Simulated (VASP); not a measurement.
# Ge (P6_3/mmc) in VASP: further runs

The runs below take Ge through single point, with PBEsol.

All numbers are computed with VASP 6.6.1; they aren't measurements. Logs are shortened: lines on timing, memory, paths and dates and some standing lists are left out, and cuts for length are marked.

## (1) The cell of the first run

Symmetry: P6_3/mmc, No. 194, hexagonal system. Conventional cell: a = 3.493 Å, b = 3.493 Å, c = 6.249 Å, α = 90.00°, β = 90.00°, γ = 120.00°. Within 3.5 Å of Ge (site symmetry -3m) lie 14 Ge at 2.55 to 3.49 Å. Ge (site symmetry -6m2) has 12 Ge at 2.55 to 3.49 Å within 3.5 Å.

This isn't the form of Ge at room conditions, which is diamond.

## (2) Single point, PBEsol (strain -0.080 along x and y, +0.000 along z)

File INCAR:

```
PREC = Accurate
ENCUT = 520
EDIFF = 1E-7
ISMEAR = 0
SIGMA = 0.15
LREAL = F
LASPH = T
NELM = 100
ALGO = Normal
ISIF = 2
LWAVE = F
LCHARG = T
GGA = PS
LELF = T
LVHAR = T
NBANDS = 36
```

File KPOINTS:

```
regular mesh
0
Gamma
  12 12 8
```

File POSCAR:

```
Ge
1.0
    3.4932886429      0.0000000000      0.0000000000
   -1.7466443215      3.0252767075      0.0000000000
    0.0000000000      0.0000000000      6.2493425316
Ge
4
Direct
    0.0000000000      0.0000000000      0.0711500000
    0.0000000000      0.0000000000      0.5711500000
    0.3333333333      0.6666666667      0.8211500000
    0.6666666667      0.3333333333      0.3211500000
```

Potentials or basis: VASP PAW PBE potentials, release 64 (Ge_d).

Command:

```bash
> cat potpaw_PBE.64/Ge_d/POTCAR > POTCAR
> mpirun -np 1 vasp_std > vasp.out
```

OUTCAR:

```text
PREC = Accurate
   ENCUT = 520
   EDIFF = 1E-7
   ISMEAR = 0
   LREAL = F
   LASPH = T
   NELM = 100
   ISIF = 2
   GGA = PS

 ion  position               nearest neighbor table
   1  0.000  0.000  0.071-   3 2.55   4 2.55   4 2.55   3 2.55   4 2.55   3 2.55
   2  0.000  0.000  0.571-   3 2.55   4 2.55   4 2.55   3 2.55   4 2.55   3 2.55
   3  0.333  0.667  0.821-   1 2.55   2 2.55   1 2.55   2 2.55   1 2.55   2 2.55
   4  0.667  0.333  0.321-   1 2.55   2 2.55   1 2.55   2 2.55   1 2.55   2 2.55

  LATTYP: Found a hexagonal cell.
 ALAT       =     3.4932886429
 C/A-ratio  =     1.7889568170

  Lattice vectors:

 A1 = (   3.4932886429,   0.0000000000,   0.0000000000)
 A2 = (  -1.7466443215,   3.0252767075,   0.0000000000)
 A3 = (   0.0000000000,   0.0000000000,   6.2493425316)

Analysis of symmetry for initial positions (statically):
=====================================================================
 Subroutine PRICEL returns:
 Original cell was already a primitive cell.

 Routine SETGRP: Setting up the symmetry group for a
 hexagonal supercell.

 Subroutine GETGRP returns: Found 24 space group operations
 (whereof  6 operations were pure point group operations)
 out of a pool of 24 trial point group operations.

The static configuration has the point symmetry C_3v.
 The point group associated with its full space group is D_6h.

Analysis of symmetry for dynamics (positions and initial velocities):
=====================================================================
 Subroutine PRICEL returns:
 Original cell was already a primitive cell.

 Routine SETGRP: Setting up the symmetry group for a
 hexagonal supercell.

 Subroutine GETGRP returns: Found 24 space group operations
 (whereof  6 operations were pure point group operations)
 out of a pool of 24 trial point group operations.

The dynamic configuration has the point symmetry C_3v.
 The point group associated with its full space group is D_6h.

 Subroutine INISYM returns: Found 24 space group operations
 (whereof  6 operations are pure point group operations),
 and found     1 'primitive' translations

----------------------------------------------------------------------------------------

                                     Primitive cell

  volume of cell :      66.0441

[... 90 lines left out ...]
   ENCUT  =  520.0 eV  38.22 Ry    6.18 a.u.   6.50  6.50 11.62*2*pi/ulx,y,z
   NELM   =    100;   NELMIN=  2; NELMDL= -5     # of ELM steps
   EDIFF  = 0.1E-06   stopping-criterion for ELM
   LREAL  =      F    real-space projection
   EDIFFG = 0.1E-05   stopping-criterion for IOM
   NSW    =      0    number of steps for IOM
   IBRION =     -1    ionic relax: 0-MD 1-quasi-New 2-CG
   NFREE  =      0    steps in history (QN), initial steepest desc. (CG)
   ISIF   =      2    stress and relaxation
   ISYM   =      2    0-nonsym 1-usesym 2-fastsym
   POTIM  = 0.5000    time-step for ionic-motion
   TEBEG  =    0.0;   TEEND  =   0.0 temperature during run
   PSTRESS=    0.0 pullay stress
   NELECT =      56.0000    total number of electrons
   NUPDOWN=      -1.0000    fix difference up-down
   EMIN   =  10.00;   EMAX   =-10.00  energy-range for DOS
   EFERMI =   0.00;   METHOD = LEGACY
   ISMEAR =     0;   SIGMA  =   0.15  broadening in eV -4-tet -1-fermi 0-gaus
   EFERMI_NEDOS =   21; number of points for ismear=-14 and -15
   IALGO  =     38    algorithm
   IMIX   =      4    mixing-type and parameters
     AMIX     =   0.40;   BMIX     =  1.00
     AMIX_MAG =   1.60;   BMIX_MAG =  1.00
  volume/ion in A,a.u.               =      16.51       111.42
  Fermi-wavevector in a.u.,A,eV,Ry     =   1.549505  2.928139 32.667106  2.400965
  Thomas-Fermi vector in A             =   2.654302
   LORBIT       =      0    0 simple, 1 ext, 2 COOP (PROOUT), +10 PAW based schemes
   GGA     = PS    functional components
   LHFCALC =     F    Hartree Fock is set to
   AEXX    =    0.0000 exact exchange contribution
   IVDW    =     0    specifies the selected vdW correction
   LEPSILON=     F    determine dielectric tensor
   LRPA    =     F    only Hartree local field effects (RPA)
 non-spin polarized calculation
 Gauss-broadening in eV      SIGMA  =   0.15
  energy-cutoff  :      520.00
  volume of cell :       66.04
 maximum number of plane-waves:      1805
 NGX is ok and might be reduce to    28
   NGX = 13   NGY = 13   NGZ = 23

 number of electron      56.0000022 magnetization

 Free energy of the ion-electron system (eV)
  ---------------------------------------------------
  ext. energy  EPLUGINS =         0.00000000
  ---------------------------------------------------
  free energy    TOTEN  =       -18.37787651 eV

  energy without entropy =      -18.36027071  energy(sigma->0) =      -18.36907361

 E-fermi :   7.8889     XC(G=0): -12.0123

 val. band max:        7.8870220016   @ k =   0.2500   0.1667   0.1250
 cond. band min:       7.9154035082   @ k =   0.3333   0.0833   0.2500
 fundamental gap:      0.0283815067
 Fermi energy:         7.8889054590

 k-point     1 :       0.0000    0.0000    0.0000
  band No.  band energies     occupation
      1     -16.8613      2.00000
      2     -16.8613      2.00000
      3     -16.8221      2.00000
      4     -16.8221      2.00000
      5     -16.7871      2.00000
      6     -16.6489      2.00000
[... 925 lines left out ...]
     35      16.1849      0.00000
     36      17.0623      0.00000

 [... further k-points ...]

------------------------ aborting loop because EDIFF is reached ----------------------------------------

  FORCE on cell =-STRESS in cart. coord.  units (eV):
  Direction    XX          YY          ZZ          XY          YZ          ZX
  --------------------------------------------------------------------------------------
  -------------------------------------------------------------------------------------
  Total        6.1943056      6.1943056      7.7243971     -0.0000000     -0.0000000      0.0000000
  in kB      150.2689696    150.2689696    187.3877814     -0.0000000     -0.0000000      0.0000000
  external PRESSURE =     162.6419068 kB  Pullay stress =       0.0000000 kB

 VOLUME and BASIS-vectors are now :
 -----------------------------------------------------------------------------
  energy-cutoff  :      520.00
  volume of cell :       66.04
      direct lattice vectors                 reciprocal lattice vectors
     3.493288643  0.000000000  0.000000000     0.286263204  0.165274138  0.000000000
    -1.746644322  3.025276708  0.000000000     0.000000000  0.330548276  0.000000000
     0.000000000  0.000000000  6.249342532     0.000000000  0.000000000  0.160016833

 POSITION                                       TOTAL-FORCE (eV/Angst)
 -----------------------------------------------------------------------------------
      0.00000      0.00000      0.44464        -0.000000      0.000000     -0.000000
      0.00000      0.00000      3.56931         0.000000      0.000000      0.000000
     -0.00000      2.01685      5.13165         0.000000     -0.000000      0.000000
      1.74664      1.00843      2.00698        -0.000000      0.000000     -0.000000
 -----------------------------------------------------------------------------------
    total drift:                               -0.000000     -0.000000     -0.000210

  FREE ENERGIE OF THE ION-ELECTRON SYSTEM (eV)
  ---------------------------------------------------
  free  energy   TOTEN  =       -18.3778765096 eV

  energy  without entropy=      -18.3602707112  energy(sigma->0) =      -18.36907361
```

stdout:

```text
POSCAR found type information on POSCAR Ge
 POSCAR found :  1 types and       4 ions
 scaLAPACK will be used
 -----------------------------------------------------------------------------
|                                                                             |
|                                                                             |
|     You enforced a specific xc type in the INCAR file but a different       |
|     I HOPE YOU KNOW WHAT YOU ARE DOING!                                     |
|                                                                             |
 -----------------------------------------------------------------------------

 LDA part: xc-table for (Slater+PW92), standard interpolation
 POSCAR, INCAR and KPOINTS ok, starting setup
 FFT: planning ... GRIDC
 FFT: planning ... GRID_SOFT
 FFT: planning ... GRID
 WAVECAR not read
 entering main loop
```

Run time: 2.8 min. Hardware: 1 thread of Intel Xeon Platinum 8259CL at 2.50GHz (Skylake/Cascade Lake), shared host; peak memory 0.28 GiB.

Results:

| Property | Result |
| --- | --- |
| Free energy | -18.3779 eV |
| Pressure | 16.3 GPa |
| Band gap on the k mesh | zero (bands 28 and 29 overlap by 5.59 eV) |

Caveat: the cell differs from its parent crystal (strain -0.080 along x and y, +0.000 along z); the cell stands under pressure; the PAW data sets were made with another functional, which shifts forces and pressure a little.

## (3) Single point, PBEsol (strain -0.040 along x and y, -0.080 along z)

File INCAR:

```
SYSTEM = Ge
PREC = Accurate
ENCUT = 520
EDIFF = 1E-6
ISMEAR = 0
SIGMA = 0.15
LREAL = .FALSE.
LASPH = .TRUE.
NELM = 100
ALGO = Normal
ISIF = 2
LWAVE = .FALSE.
LCHARG = .FALSE.
GGA = PS
NBANDS = 36
```

File KPOINTS:

```
Automatic mesh
0
G
  12 12 8
  0 0 0
```

File POSCAR:

```
Ge
1.0
    3.6451707579      0.0000000000      0.0000000000
   -1.8225853789      3.1568104774      0.0000000000
    0.0000000000      0.0000000000      5.7493951291
Ge
4
Direct
    0.0000000000      0.0000000000      0.0711500000
    0.0000000000      0.0000000000      0.5711500000
    0.3333333333      0.6666666667      0.8211500000
    0.6666666667      0.3333333333      0.3211500000
```

Potentials or basis: VASP PAW PBE potentials, release 64 (Ge_d).

Command:

```bash
> cat potpaw_PBE.64/Ge_d/POTCAR > POTCAR
> mpirun -np 1 vasp_std > vasp.out
```

Run time: 2.7 min. Hardware: 1 thread of Intel Xeon Platinum 8259CL at 2.50GHz (Skylake/Cascade Lake), shared host; peak memory 0.28 GiB.

Results (log left out):

```yaml
Free_energy: -18.2413 eV
Pressure: 18.6 GPa
Band_gap_on_the_k_mesh: zero (bands 28 and 29 overlap by 4.99 eV)
```

Stress tensor (GPa, compression positive):
```
16.56  0.00  0.00
 0.00 16.56  0.00
 0.00  0.00 22.53
```

Levels at points of the mesh, in eV from the Fermi level:
| k point | band 24 | band 25 | band 26 | band 27 | band 28 | band 29 | band 30 | band 31 | band 32 | band 33 |
| --- | --- | --- | --- | --- | --- | --- | --- | --- | --- | --- |
| (0.00, 0.00, 0.00) | -0.98 | -0.98 | 0.04 | 0.90 | 0.90 | 1.28 | 2.43 | 2.98 | 2.98 | 5.37 |
| (0.50, 0.00, 0.00) | -6.66 | -6.36 | -5.11 | -3.64 | 0.39 | 1.07 | 1.20 | 1.83 | 2.85 | 5.32 |
| (0.00, 0.00, 0.50) | -4.70 | -0.11 | -0.11 | -0.11 | -0.11 | 1.49 | 1.49 | 3.41 | 3.41 | 3.41 |
| (0.50, 0.00, 0.50) | -8.92 | -2.41 | -2.41 | -1.72 | -1.72 | -1.16 | -1.16 | 2.78 | 2.78 | 6.57 |

Caveat: the cell differs from its parent crystal (strain -0.040 along x and y, -0.080 along z); the cell stands under pressure; the PAW data sets were made with another functional, which shifts forces and pressure a little.

## (4) Single point, PBEsol (strain -0.080 along x and y, +0.040 along z)

File INCAR:

```
SYSTEM = Ge
ALGO     = Normal         ! electronic algorithm
EDIFF    = 1E-7           ! SCF threshold, eV
ENCUT    = 520            ! plane-wave cutoff, eV
GGA      = PS             ! functional
ISIF     = 2              ! what is computed and relaxed
ISMEAR   = 0              ! smearing method
LASPH    = .True.         ! aspherical terms in the spheres
LCHARG   = .False.        ! write CHGCAR
LREAL    = .False.        ! projectors in reciprocal space
LWAVE    = .False.        ! write WAVECAR
NBANDS   = 36             ! bands
NELM     = 100            ! most SCF steps
PREC     = Accurate       ! precision mode
SIGMA    = 0.15           ! smearing width, eV
```

File KPOINTS:

```
k-points
0
Gamma
  12 12 8
  0 0 0
```

File POSCAR:

```
Ge
1.0
    3.4932886429      0.0000000000      0.0000000000
   -1.7466443215      3.0252767075      0.0000000000
    0.0000000000      0.0000000000      6.4993162329
Ge
4
Direct
    0.0000000000      0.0000000000      0.0711500000
    0.0000000000      0.0000000000      0.5711500000
    0.3333333333      0.6666666667      0.8211500000
    0.6666666667      0.3333333333      0.3211500000
```

Potentials or basis: VASP PAW PBE potentials, release 64 (Ge_d).

Command:

```bash
> cat potpaw_PBE.64/Ge_d/POTCAR > POTCAR
> mpirun -np 1 vasp_std > vasp.out
```

OUTCAR:

```text
SYSTEM = Ge
   EDIFF = 1E-7
   ENCUT = 520
   GGA = PS
   ISIF = 2
   ISMEAR = 0
   LASPH = .True.
   LREAL = .False.
   NELM = 100
   PREC = Accurate

 ion  position               nearest neighbor table
   1  0.000  0.000  0.071-   3 2.59   4 2.59   4 2.59   3 2.59   4 2.59   3 2.59
   2  0.000  0.000  0.571-   3 2.59   4 2.59   4 2.59   3 2.59   4 2.59   3 2.59
   3  0.333  0.667  0.821-   1 2.59   2 2.59   1 2.59   2 2.59   1 2.59   2 2.59
   4  0.667  0.333  0.321-   1 2.59   2 2.59   1 2.59   2 2.59   1 2.59   2 2.59

[... 1140 lines left out ...]
  --------------------------------------------------------------------------------------
  -------------------------------------------------------------------------------------
  Total        4.4934401      4.4934401      4.4696300     -0.0000000      0.0000000     -0.0000000
  in kB      104.8147248    104.8147248    104.2593250     -0.0000000      0.0000000     -0.0000000
  external PRESSURE =     104.6295916 kB  Pullay stress =       0.0000000 kB

 VOLUME and BASIS-vectors are now :
 -----------------------------------------------------------------------------
  energy-cutoff  :      520.00
  volume of cell :       68.69
      direct lattice vectors                 reciprocal lattice vectors
     3.493288643  0.000000000  0.000000000     0.286263204  0.165274138  0.000000000
    -1.746644322  3.025276708  0.000000000     0.000000000  0.330548276  0.000000000
     0.000000000  0.000000000  6.499316233     0.000000000  0.000000000  0.153862339

 POSITION                                       TOTAL-FORCE (eV/Angst)
 -----------------------------------------------------------------------------------
      0.00000      0.00000      0.46243         0.000000      0.000000      0.000000
      0.00000      0.00000      3.71208        -0.000000      0.000000     -0.000000
     -0.00000      2.01685      5.33691         0.000000     -0.000000     -0.000000
      1.74664      1.00843      2.08726        -0.000000      0.000000      0.000000
 -----------------------------------------------------------------------------------
    total drift:                                0.000000      0.000000      0.000986

  FREE ENERGIE OF THE ION-ELECTRON SYSTEM (eV)
  ---------------------------------------------------
  free  energy   TOTEN  =       -18.6182135022 eV

  energy  without entropy=      -18.6020651792  energy(sigma->0) =      -18.61013934
```

OSZICAR:

```text
N       E                     dE             d eps       ncg     rms          rms(c)
DAV:   1     0.468942380591E+03    0.46894E+03   -0.25750E+04  7912   0.450E+03
DAV:   2     0.600198214937E+02   -0.40892E+03   -0.39775E+03  6840   0.788E+02
DAV:   3    -0.148413840466E+02   -0.74861E+02   -0.73773E+02  7436   0.201E+02
DAV:   4    -0.186812793783E+02   -0.38399E+01   -0.38203E+01  7984   0.538E+01
DAV:   5    -0.187524808496E+02   -0.71201E-01   -0.71163E-01  7764   0.803E+00    0.369E+00
DAV:   6    -0.186602398863E+02    0.92241E-01   -0.81445E-02  9140   0.384E+00    0.199E+00
DAV:   7    -0.186190863996E+02    0.41153E-01   -0.46038E-02  9088   0.264E+00    0.203E-01
DAV:   8    -0.186180387492E+02    0.10477E-02   -0.72922E-03  8724   0.241E+00    0.724E-02
DAV:   9    -0.186182190973E+02   -0.18035E-03   -0.19113E-03  7700   0.949E-01    0.414E-02
DAV:  10    -0.186182136090E+02    0.54882E-05   -0.21944E-04  8616   0.448E-01    0.698E-03
DAV:  11    -0.186182128870E+02    0.72199E-06   -0.33345E-05 10892   0.209E-01    0.302E-03
DAV:  12    -0.186182132644E+02   -0.37741E-06   -0.52992E-06 12176   0.101E-01    0.689E-04
DAV:  13    -0.186182135215E+02   -0.25710E-06   -0.31138E-06  8148   0.275E-02    0.466E-04
DAV:  14    -0.186182135022E+02    0.19285E-07   -0.23221E-07  5692   0.119E-02
   1 F= -.18618214E+02 E0= -.18610139E+02  d E =-.161483E-01
```

stdout:

```text
POSCAR found type information on POSCAR Ge
 POSCAR found :  1 types and       4 ions
 scaLAPACK will be used
 -----------------------------------------------------------------------------
|                                                                             |
|                                                                             |
|     You enforced a specific xc type in the INCAR file but a different       |
|     I HOPE YOU KNOW WHAT YOU ARE DOING!                                     |
|                                                                             |
 -----------------------------------------------------------------------------

 LDA part: xc-table for (Slater+PW92), standard interpolation
 POSCAR, INCAR and KPOINTS ok, starting setup
 FFT: planning ... GRIDC
 FFT: planning ... GRID_SOFT
 FFT: planning ... GRID
 WAVECAR not read
 entering main loop
```

It took 2.9 min on 1 thread of Intel Xeon Platinum 8259CL at 2.50GHz (Skylake/Cascade Lake), shared host; peak memory 0.29 GiB.

What came out:

```yaml
Free_energy: -18.6182 eV
Pressure: 10.5 GPa
Band_gap_on_the_k_mesh: zero (bands 28 and 29 overlap by 5.77 eV)
```

Caveat: the cell differs from its parent crystal (strain -0.080 along x and y, +0.040 along z); the cell stands under pressure; the PAW data sets were made with another functional, which shifts forces and pressure a little.

(Continued in part 2 of 2.)
